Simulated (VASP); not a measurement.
Wanted: the native input for a VASP 6.6.1 run.

```
Task                   : single point
Functional             : PBEsol
Potentials or basis    : VASP PAW PBE potentials, release 64 (W_sv, C)
Cutoff                 : 520 eV
k mesh                 : 24 × 24 × 24
Occupations            : gaussian, width 0.15 eV
Spin                   : no spin polarisation
Dipole correction      : no
Further INCAR settings : ALGO = Normal; EDIFF = 1e-06; NBANDS = 16
```

The structure of WC lies in POSCAR:

```
WC
1.0
    0.0000000000      2.3030464968      2.1726853743
    2.1726853743      0.0000000000      2.1726853743
    2.1726853743      2.3030464968      0.0000000000
W C
1 1
Direct
    0.0000000000      0.0000000000      0.0000000000
    0.5000000000      0.5000000000      0.5000000000
```

This cell differs from its parent crystal: strain +0.0600 x Voigt [0, 1, 0, 0, 0, 0].

The input as run:

INCAR

```
  PREC = Accurate
  ENCUT = 520
  EDIFF = 1E-6
  ISMEAR = 0
  SIGMA = 0.15
  LREAL = F
  LASPH = T
  NELM = 100
  ALGO = Normal
  ISIF = 2
  LWAVE = F
  LCHARG = F
  GGA = PS
  NBANDS = 16
```

KPOINTS

```
Automatic mesh
0
Gamma
  24 24 24
```

Potentials or basis: VASP PAW PBE potentials, release 64 (W_sv, C).

Command:

```console
$ cat potpaw_PBE.64/W_sv/POTCAR potpaw_PBE.64/C/POTCAR > POTCAR
$ mpirun -np 1 vasp_std > vasp.out
```

Results of the run:

The pressure is -16.7 GPa and the band gap on the k mesh is zero (bands 9 and 10 overlap by 2.76 eV).

Caveat: the cell differs from its parent crystal (strain +0.0600 x Voigt [0, 1, 0, 0, 0, 0]); the stress differs along the axes, from -32 to -9 GPa; the PAW data sets were made with another functional, which shifts forces and pressure a little; spin-orbit coupling is left out, which moves the levels of the heavy elements.

Run time: 84 s on 1 thread of Intel(R) Xeon(R) 6975P-C (Granite Rapids) (shared host), peak memory 0.45 GiB.
